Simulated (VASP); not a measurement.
## Hf2Si: single point with r2SCAN

Hf2Si:

```xyz
6
Lattice="-3.2754 3.2754 2.5828 3.2754 -3.2754 2.5828 3.2754 3.2754 -2.5828" Properties=species:S:1:pos:R:3 pbc="T T T"
Hf    1.0251    2.2503    2.5828
Hf    2.2503   -1.0251    2.5828
Hf    2.2503    1.0251    0.0000
Hf    1.0251    4.3004    0.0000
Si    0.0000    0.0000    3.8742
Si    0.0000    0.0000    1.2914
```

```
Program                : VASP 6.6.1
Task                   : single point
Functional             : r2SCAN
Potentials or basis    : VASP PAW PBE potentials, release 64 (Hf_pv, Si)
Cutoff                 : 520 eV
k mesh                 : 4 × 4 × 4
Occupations            : gaussian, width 0.1 eV
Spin                   : no spin polarisation
Dipole correction      : no
Further INCAR settings : ALGO = Normal; EDIFF = 1e-06; NBANDS = 33
```

```json
{
 "Pressure": "-0.2 GPa",
 "Largest force": "0.062 eV/Å",
 "Band gap on the k mesh": "zero (bands 24 and 25 overlap by 0.40 eV)"
}
```

Forces in eV/Å, atoms in the order of the input:
```
Hf   0.044 -0.044  0.000
Hf  -0.044 -0.044  0.000
Hf  -0.044  0.044  0.000
Hf   0.044  0.044  0.000
Si   0.000  0.000  0.000
Si   0.000  0.000  0.000
```

Stress tensor (GPa, compression positive):
```
-0.55  0.00  0.00
 0.00 -0.55  0.00
 0.00  0.00  0.54
```

Levels at points of the mesh, in eV from the Fermi level:
```
           k point  band 21  band 22  band 23  band 24  band 25  band 26  band 27  band 28
(0.00, 0.00, 0.00)    -1.37    -1.37    -1.14    -0.95     2.26     2.30     2.36     2.82
(0.50, 0.00, 0.00)    -0.78    -0.78    -0.49    -0.49     0.25     0.25     2.21     2.21
(0.50, 0.50, 0.00)    -1.53    -1.13    -0.81    -0.49     1.46     1.54     1.90     2.33
(0.50, 0.50, 0.50)    -0.84    -0.50     0.14     0.41     0.48     0.48     1.50     1.66
```

Run time: 6.7 min on 1 thread of Intel Xeon 8259CL (shared host), peak memory 0.27 GiB.

Caveat: the k points lie up to 0.39 Å⁻¹ apart; the PAW data sets were made with another functional, which shifts forces and pressure a little; spin-orbit coupling is left out, which moves the levels of the heavy elements.
